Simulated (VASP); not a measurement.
# HfO2 (Fm-3m) in VASP: a series of runs

Aim: see how the results for HfO2 move with the level of theory and the settings. Levels: PBEsol+D3(BJ), PBE. Tasks: single point.

All numbers are computed with VASP 6.6.1; they aren't measurements. Logs are shortened: lines on timing, memory, paths and dates and some standing lists are left out, and cuts for length are marked.

## (1) The cell of the first run

The structure is cubic, space group Fm-3m (No. 225). The conventional cell has a = 5.215 Å, b = 5.215 Å, c = 5.215 Å, α = 90.00°, β = 90.00°, γ = 90.00°. Hf (site symmetry m-3m) has 8 O at 2.26 Å within 3.0 Å. O (site symmetry -43m) has 4 Hf at 2.26 Å and 6 O at 2.61 Å within 3.0 Å.

## (2) Single point, PBEsol+D3(BJ), collinear spin, zero start (volume scaled by 1.06)

Input file INCAR:

```
SYSTEM = HfO2
  PREC = Accurate
  ENCUT = 520
  EDIFF = 1E-7
  ISMEAR = -1
  SIGMA = 0.05
  LREAL = .False.
  LASPH = .True.
  NELM = 150
  ALGO = Normal
  ISIF = 2
  LWAVE = .False.
  LCHARG = .False.
  ISPIN = 2
  MAGMOM = 0 0 0
  LORBIT = 11
  NUPDOWN = 0.0
  LMAXMIX = 4
  GGA = PS
  IVDW = 12
  NBANDS = 22
```

Input file KPOINTS:

```
regular mesh
0
Gamma
  9 9 9
  0 0 0
```

Input file POSCAR:

```
HfO2
1.0
    0.0000000000      2.6076597933      2.6076597933
    2.6076597933      0.0000000000      2.6076597933
    2.6076597933      2.6076597933      0.0000000000
Hf O
1 2
Direct
    0.0000000000      0.0000000000      0.0000000000
    0.7500000000      0.7500000000      0.7500000000
    0.2500000000      0.2500000000      0.2500000000
```

Potentials or basis: VASP PAW PBE potentials, release 64 (Hf_pv, O).

Launch:

```console
cat potpaw_PBE.64/Hf_pv/POTCAR potpaw_PBE.64/O/POTCAR > POTCAR
mpirun -np 1 vasp_std > vasp.out
```

OUTCAR:

```text
SYSTEM = HfO2
   PREC = Accurate
   ENCUT = 520
   EDIFF = 1E-7
   ISMEAR = -1
   LREAL = .False.
   LASPH = .True.
   NELM = 150
   ISIF = 2
   ISPIN = 2
   LORBIT = 11
   NUPDOWN = 0.0
   GGA = PS
   IVDW = 12
 IVDW          = 12

 ion  position               nearest neighbor table
   1  0.000  0.000  0.000-   2 2.26   2 2.26   2 2.26   2 2.26   3 2.26   3 2.26   3 2.26   3 2.26

   2  0.750  0.750  0.750-   1 2.26   1 2.26   1 2.26   1 2.26
   3  0.250  0.250  0.250-   1 2.26   1 2.26   1 2.26   1 2.26

  LATTYP: Found a face centered cubic cell.
 ALAT       =     5.2153195866

  Lattice vectors:

 A1 = (   0.0000000000,   2.6076597933,   2.6076597933)
 A2 = (   2.6076597933,   0.0000000000,   2.6076597933)
 A3 = (   2.6076597933,   2.6076597933,   0.0000000000)

Analysis of symmetry for initial positions (statically):
=====================================================================
 Subroutine PRICEL returns:
 Original cell was already a primitive cell.

 Routine SETGRP: Setting up the symmetry group for a
 face centered cubic supercell.

 Subroutine GETGRP returns: Found 48 space group operations
[... 9 lines left out ...]

 Routine SETGRP: Setting up the symmetry group for a
 face centered cubic supercell.

 Subroutine GETGRP returns: Found 48 space group operations
 (whereof 48 operations were pure point group operations)
 out of a pool of 48 trial point group operations.

The dynamic configuration has the point symmetry O_h .

Analysis of structural, dynamic, and magnetic symmetry:
=====================================================================
 Subroutine PRICEL returns:
 Original cell was already a primitive cell.

 Routine SETGRP: Setting up the symmetry group for a
 face centered cubic supercell.

 Subroutine GETGRP returns: Found 48 space group operations
 (whereof 48 operations were pure point group operations)
 out of a pool of 48 trial point group operations.

The overall configuration has the point symmetry O_h .

 Subroutine INISYM returns: Found 48 space group operations
[... 5 lines left out ...]
                                     Primitive cell

  volume of cell :      35.4636

  direct lattice vectors                    reciprocal lattice vectors
     0.000000000  2.607659793  2.607659793    -0.191742804  0.191742804  0.191742804
     2.607659793  0.000000000  2.607659793     0.191742804 -0.191742804  0.191742804
     2.607659793  2.607659793  0.000000000     0.191742804  0.191742804 -0.191742804

  length of vectors
     3.687787846  3.687787846  3.687787846     0.332108278  0.332108278  0.332108278

  position of ions in fractional coordinates (direct lattice)
     0.000000000  0.000000000  0.000000000
     0.750000000  0.750000000  0.750000000
     0.250000000  0.250000000  0.250000000

  ion indices of the primitive-cell ions
   primitive index   ion index
                 1           1
                 2           2
                 3           3

----------------------------------------------------------------------------------------

 KPOINTS: regular mesh

Automatic generation of k-mesh.
 Grid dimensions read from file:
 generate k-points for:    9    9    9

 Generating k-lattice:

  Cartesian coordinates                     Fractional coordinates (reciprocal lattice)
    -0.021304756  0.021304756  0.021304756     0.111111111  0.000000000  0.000000000
     0.021304756 -0.021304756  0.021304756     0.000000000  0.111111111  0.000000000
     0.021304756  0.021304756 -0.021304756     0.000000000  0.000000000  0.111111111

  Length of vectors
     0.036900920  0.036900920  0.036900920

  Shift w.r.t. Gamma in fractional coordinates (k-lattice)
     0.000000000  0.000000000  0.000000000

 Subroutine IBZKPT returns following result:
 ===========================================

 Found     35 irreducible k-points:

 Following reciprocal coordinates:
            Coordinates               Weight
  0.000000  0.000000  0.000000      1.000000
  0.111111  0.000000  0.000000      8.000000
  0.222222  0.000000  0.000000      8.000000
  0.333333  0.000000  0.000000      8.000000
  0.444444  0.000000  0.000000      8.000000
  0.111111  0.111111  0.000000      6.000000
[... 16 lines left out ...]
 -0.333333  0.333333  0.000000     12.000000
  0.444444  0.444444  0.000000      6.000000
 [... further k-points ...]
   k-points           NKPTS =     35   k-points in BZ     NKDIM =     35   number of bands    NBANDS=     22
   number of dos      NEDOS =    301   number of ions     NIONS =      3
   total plane-waves  NPLWV =  21952
   dimension x,y,z NGX =    28 NGY =   28 NGZ =   28
   dimension x,y,z NGXF=    56 NGYF=   56 NGZF=   56
   ions per type =               1   2
   NGX,Y,Z   is equivalent  to a cutoff of  12.62, 12.62, 12.62 a.u.
   NGXF,Y,Z  is equivalent  to a cutoff of  25.24, 25.24, 25.24 a.u.
 SYSTEM =  HfO2
   PREC   = accura    normal or accurate (medium, high low for compatibility)
   ISTART =      0    job   : 0-new  1-cont  2-samecut
   ICHARG =      2    charge: 1-file 2-atom 10-const
   ISPIN  =      2    spin polarized calculation?
   LNONCOLLINEAR =      F non collinear calculations
   LSORBIT =      F    spin-orbit coupling
   LASPH  =      T    aspherical Exc in radial PAW
   ENCUT  =  520.0 eV  38.22 Ry    6.18 a.u.   6.86  6.86  6.86*2*pi/ulx,y,z
   NELM   =    150;   NELMIN=  2; NELMDL= -5     # of ELM steps
   EDIFF  = 0.1E-06   stopping-criterion for ELM
   LREAL  =      F    real-space projection
   EDIFFG = 0.1E-05   stopping-criterion for IOM
   NSW    =      0    number of steps for IOM
   IBRION =     -1    ionic relax: 0-MD 1-quasi-New 2-CG
   NFREE  =      0    steps in history (QN), initial steepest desc. (CG)
   ISIF   =      2    stress and relaxation
   ISYM   =      2    0-nonsym 1-usesym 2-fastsym
   POTIM  = 0.5000    time-step for ionic-motion
   TEBEG  =    0.0;   TEEND  =   0.0 temperature during run
   PSTRESS=    0.0 pullay stress
   NELECT =      22.0000    total number of electrons
   NUPDOWN=       0.0000    fix difference up-down
   EMIN   =  10.00;   EMAX   =-10.00  energy-range for DOS
   EFERMI =   0.00;   METHOD = LEGACY
   ISMEAR =    -1;   SIGMA  =   0.05  broadening in eV -4-tet -1-fermi 0-gaus
   EFERMI_NEDOS =   21; number of points for ismear=-14 and -15
   IALGO  =     38    algorithm
   IMIX   =      4    mixing-type and parameters
     AMIX     =   0.40;   BMIX     =  1.00
     AMIX_MAG =   1.60;   BMIX_MAG =  1.00
  volume/ion in A,a.u.               =      11.82        79.77
  Fermi-wavevector in a.u.,A,eV,Ry     =   1.396223  2.638479 26.523724  1.949439
  Thomas-Fermi vector in A             =   2.519598
   LORBIT       =     11    0 simple, 1 ext, 2 COOP (PROOUT), +10 PAW based schemes
   GGA     = PS    functional components
   LHFCALC =     F    Hartree Fock is set to
   AEXX    =    0.0000 exact exchange contribution
   IVDW    =    12    specifies the selected vdW correction
   LEPSILON=     F    determine dielectric tensor
   LRPA    =     F    only Hartree local field effects (RPA)
 spin polarized calculation
  energy-cutoff  :      520.00
  volume of cell :       35.46
 maximum number of plane-waves:       966
   NGX = 13   NGY = 13   NGZ = 13

 number of electron      22.0000001 magnetization      -0.0000000

 number of electron      22.0000001 magnetization       0.0000000

 Free energy of the ion-electron system (eV)
  ---------------------------------------------------
  ext. energy  EPLUGINS =         0.00000000
  ---------------------------------------------------
  free energy    TOTEN  =       -31.31998189 eV

  energy without entropy =      -31.31998189  energy(sigma->0) =      -31.31998189

 E-fermi :   4.5578     XC(G=0): -11.6578

 val. band max:        3.3828423911   @ k =  -0.4444   0.4444   0.0000
 cond. band min:       6.9323577594   @ k =   0.4444   0.4444   0.0000
 fundamental gap:      3.5495153684
 Fermi energy:         4.5577643390

 spin component 1

 k-point     1 :       0.0000    0.0000    0.0000
  band No.  band energies     occupation
      1     -26.5882      1.00000
      2     -26.5882      1.00000
      3     -26.5882      1.00000
      4     -14.7418      1.00000
      5     -12.0587      1.00000
      6      -1.4690      1.00000
[... 14 lines left out ...]
     21      16.7461      0.00000
     22      22.6898      0.00000

 k-point     2 :       0.1111    0.0000    0.0000
  band No.  band energies     occupation
      1     -26.6242      1.00000
      2     -26.5923      1.00000
      3     -26.5923      1.00000
      4     -14.6046      1.00000
      5     -12.1720      1.00000
      6      -1.3605      1.00000
[... 14 lines left out ...]
     21      17.1382      0.00000
     22      23.8171      0.00000

 k-point     3 :       0.2222    0.0000    0.0000
  band No.  band energies     occupation
      1     -26.7131      1.00000
      2     -26.6027      1.00000
      3     -26.6027      1.00000
      4     -14.2542      1.00000
      5     -12.4328      1.00000
      6      -1.0778      1.00000
[... 14 lines left out ...]
     21      18.2037      0.00000
     22      25.2877      0.00000
[... 476 lines left out ...]
 k-point    23 :      -0.3333    0.3333    0.0000
  band No.  band energies     occupation
      1     -26.7958      1.00000
      2     -26.7772      1.00000
      3     -26.6466      1.00000
      4     -13.1982      1.00000
      5     -12.9826      1.00000
      6      -1.6378      1.00000
[... 14 lines left out ...]
     21      21.4037      0.00000
     22      22.0327      0.00000

 k-point    24 :       0.4444    0.4444    0.0000
  band No.  band energies     occupation
      1     -26.8887      1.00000
      2     -26.6713      1.00000
      3     -26.6713      1.00000
      4     -13.1206      1.00000
      5     -13.0231      1.00000
      6      -2.4782      1.00000
[... 14 lines left out ...]
     21      19.6373      0.00000
     22      19.6373      0.00000

 [... further k-points ...]

 spin component 2

 k-point     1 :       0.0000    0.0000    0.0000
  band No.  band energies     occupation
      1     -26.5882      1.00000
      2     -26.5882      1.00000
      3     -26.5882      1.00000
      4     -14.7418      1.00000
      5     -12.0587      1.00000
      6      -1.4690      1.00000
[... 14 lines left out ...]
     21      16.7461      0.00000
     22      22.6898      0.00000

 k-point     2 :       0.1111    0.0000    0.0000
  band No.  band energies     occupation
      1     -26.6242      1.00000
      2     -26.5923      1.00000
      3     -26.5923      1.00000
      4     -14.6046      1.00000
      5     -12.1720      1.00000
      6      -1.3605      1.00000
[... 14 lines left out ...]
     21      17.1382      0.00000
     22      23.8172      0.00000

 k-point     3 :       0.2222    0.0000    0.0000
  band No.  band energies     occupation
      1     -26.7131      1.00000
      2     -26.6027      1.00000
      3     -26.6027      1.00000
      4     -14.2542      1.00000
      5     -12.4328      1.00000
      6      -1.0778      1.00000
[... 14 lines left out ...]
     21      18.2037      0.00000
     22      25.2877      0.00000
[... 476 lines left out ...]
 k-point    23 :      -0.3333    0.3333    0.0000
  band No.  band energies     occupation
      1     -26.7958      1.00000
      2     -26.7772      1.00000
      3     -26.6466      1.00000
      4     -13.1982      1.00000
      5     -12.9826      1.00000
      6      -1.6378      1.00000
[... 14 lines left out ...]
     21      21.4037      0.00000
     22      22.0327      0.00000

 k-point    24 :       0.4444    0.4444    0.0000
  band No.  band energies     occupation
      1     -26.8887      1.00000
      2     -26.6713      1.00000
      3     -26.6713      1.00000
      4     -13.1206      1.00000
      5     -13.0231      1.00000
      6      -2.4782      1.00000
[... 14 lines left out ...]
     21      19.6373      0.00000
     22      19.6373      0.00000

 [... further k-points ...]

------------------------ aborting loop because EDIFF is reached ----------------------------------------

 Edisp (eV)   -0.62453

 E8    (eV) :    -0.4204

  FORCE on cell =-STRESS in cart. coord.  units (eV):
  Direction    XX          YY          ZZ          XY          YZ          ZX
  --------------------------------------------------------------------------------------
  -------------------------------------------------------------------------------------
  Total      -6.03037    -6.03037    -6.03037     0.00000     0.00000     0.00000
  in kB    -272.44063  -272.44063  -272.44063     0.00000     0.00000     0.00000
  external pressure =     -272.44 kB  Pullay stress =        0.00 kB

 VOLUME and BASIS-vectors are now :
 -----------------------------------------------------------------------------
  energy-cutoff  :      520.00
  volume of cell :       35.46
      direct lattice vectors                 reciprocal lattice vectors
     0.000000000  2.607659793  2.607659793    -0.191742804  0.191742804  0.191742804
     2.607659793  0.000000000  2.607659793     0.191742804 -0.191742804  0.191742804
     2.607659793  2.607659793  0.000000000     0.191742804  0.191742804 -0.191742804

 POSITION                                       TOTAL-FORCE (eV/Angst)
 -----------------------------------------------------------------------------------
      0.00000      0.00000      0.00000         0.000000      0.000000      0.000000
      3.91149      3.91149      3.91149         0.000000     -0.000000     -0.000000
      1.30383      1.30383      1.30383        -0.000000      0.000000      0.000000
 -----------------------------------------------------------------------------------
    total drift:                                0.000000      0.000000      0.000000

  FREE ENERGIE OF THE ION-ELECTRON SYSTEM (eV)
  ---------------------------------------------------
  free  energy   TOTEN  =       -31.9445131569 eV

  energy  without entropy=      -31.9445131569  energy(sigma->0) =      -31.94451316

 total charge

# of ion       s       p       d       tot
------------------------------------------
    1        0.275   6.486   1.254   8.015
    2        1.552   3.479   0.000   5.032
    3        1.552   3.479   0.000   5.032
--------------------------------------------------
tot          3.380  13.445   1.254  18.079

 magnetization (x)

# of ion       s       p       d       tot
------------------------------------------
    1       -0.000   0.000   0.000   0.000
    2        0.000   0.000   0.000   0.000
    3        0.000   0.000   0.000   0.000
--------------------------------------------------
tot         -0.000   0.000   0.000   0.000
```

It took 1.9 min on 1 thread of Intel Xeon 8259CL, shared host; peak memory 0.21 GiB.

Results:

```yaml
Free_energy: -31.9445 eV
Pressure: -27.2 GPa
Net_moment: 0.00 μB per cell
Valence_electrons_inside_the_program's_atomic_spheres: Hf 8.02; O 5.03
Dispersion_energy_per_atom: -0.208 eV
```

Caveat: the cell differs from its parent crystal (volume scaled by 1.06); three body term missing; the PAW data sets were made with another functional, which shifts forces and pressure a little; spin-orbit coupling is left out, which moves the levels of the heavy elements; the total moment is fixed, so each spin has its own Fermi level.

## (3) Single point, PBE

This run uses another cell than the first one, of 11.15 Å³/atom, 0.943 times its volume.

Input file INCAR:

```
SYSTEM = HfO2
  ALGO = Normal
  EDIFF = 1E-6
  ENCUT = 520
  GGA = PE
  ISIF = 2
  ISMEAR = -1
  LASPH = .True.
  LCHARG = .False.
  LREAL = .False.
  LWAVE = .False.
  NBANDS = 18
  NELM = 80
  PREC = Accurate
  SIGMA = 0.03
```

Input file KPOINTS:

```
k-points
0
Gamma
  5 5 5
  0 0 0
```

Input file POSCAR:

```
HfO2
1.0
    0.0000000000      2.5575000000      2.5575000000
    2.5575000000      0.0000000000      2.5575000000
    2.5575000000      2.5575000000      0.0000000000
Hf O
1 2
Direct
    0.0000000000      0.0000000000      0.0000000000
    0.7500000000      0.7500000000      0.7500000000
    0.2500000000      0.2500000000      0.2500000000
```

Potentials or basis: VASP PAW PBE potentials, release 64 (Hf_pv, O).

Launch:

```console
cat potpaw_PBE.64/Hf_pv/POTCAR potpaw_PBE.64/O/POTCAR > POTCAR
mpirun -np 1 vasp_std > vasp.out
```

It took 9.5 s on 1 thread of Intel Xeon 6975P-C, shared host; peak memory 0.16 GiB.

Results (log left out):

```yaml
Free_energy: -30.2336 eV
Pressure: -6.0 GPa
Band_gap_on_the_k_mesh: 4.01 eV, indirect (least direct gap 4.33 eV)
```

Levels at points of the mesh, in eV from the valence-band top:
| k point | band 7 | band 8 | band 9 | band 10 | band 11 | band 12 | band 13 | band 14 | band 15 | band 16 |
| --- | --- | --- | --- | --- | --- | --- | --- | --- | --- | --- |
| (0.00, 0.00, 0.00) | -4.99 | -4.99 | -0.40 | -0.40 | -0.40 | 4.01 | 4.01 | 5.82 | 10.28 | 10.28 |

Caveat: the k points lie up to 0.43 Å⁻¹ apart; spin-orbit coupling is left out, which moves the levels of the heavy elements. As with any semilocal functional, this PBE gap is likely too small.
